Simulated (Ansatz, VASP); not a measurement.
## One calculation of Os, two programs

INCAR

```
ALGO = Normal ; EDIFF = 1E-6
ENCUT = 520 ; GGA = PE
ISIF = 2 ; ISMEAR = -1
LASPH = True ; LCHARG = False
LREAL = False ; LWAVE = False
NBANDS = 10 ; NELM = 80
PREC = Accurate ; SIGMA = 0.1
```

File KPOINTS:

```
k-points
0
Gamma
  14 14 14
```

File POSCAR:

```
Os
1.0
    2.6560828337      0.0000000000      0.0000000000
    0.0000000000      2.6560828337      0.0000000000
    0.0000000000      0.0000000000      2.6560828337
Os
1
Direct
    0.0000000000      0.0000000000      0.0000000000
```

Input for Ansatz:

```yaml
crystal:
  lattice:
    - [2.6560828337, 0.0, 0.0]
    - [0.0, 2.6560828337, 0.0]
    - [0.0, 0.0, 2.6560828337]
  atoms:
    - { symbol: Os, position: [0.0, 0.0, 0.0] }
hamiltonian:
  xc: pbe
  pseudopotentials:
    kind: paw
    azcp:
      Os: "pseudopotentials/Os.paw.azcp"
basis:
  ecutwfc: 420
  fft_grid_basis: typed
kpoints:
  mp_grid: { grid: [14, 14, 14], shift: [0, 0, 0] }
magnetization:
  spin_polarized: false
scf:
  occupations: { method: fermi_dirac, width: 0.1 }
  lower_state_search: "off"
output:
  stress: true
  write_density: true
  write_potential: true
  elf: true
  volumetric_format: npy
```

Alike in both runs: task single point; functional PBE; k mesh 14 × 14 × 14; occupations fermi-dirac, width 0.1 eV; no spin polarisation.

|  | VASP | Ansatz |
| --- | --- | --- |
| version | VASP 6.6.1 | Ansatz 0.2.0 |
| potentials or method | VASP PAW PBE potentials, release 64 (Os), cutoff 520 eV | plane waves (420 eV) with PAW, scalar-relativistic |
| valence electrons in the cell | 8 | 16 |

Ansatz gave:

| Item | Value |
| --- | --- |
| pressure (GPa) | -23.1 |

Problem. Estimate VASP's values.

Solution. Pressure (GPa): -23.5.

With one functional, cell and mesh, what is left measures potentials, basis and numerics. VASP's potentials hold 8 valence electrons a cell and Ansatz's 16, so a difference there can come from the potentials and not from the codes.

Neither program's run includes spin-orbit coupling.
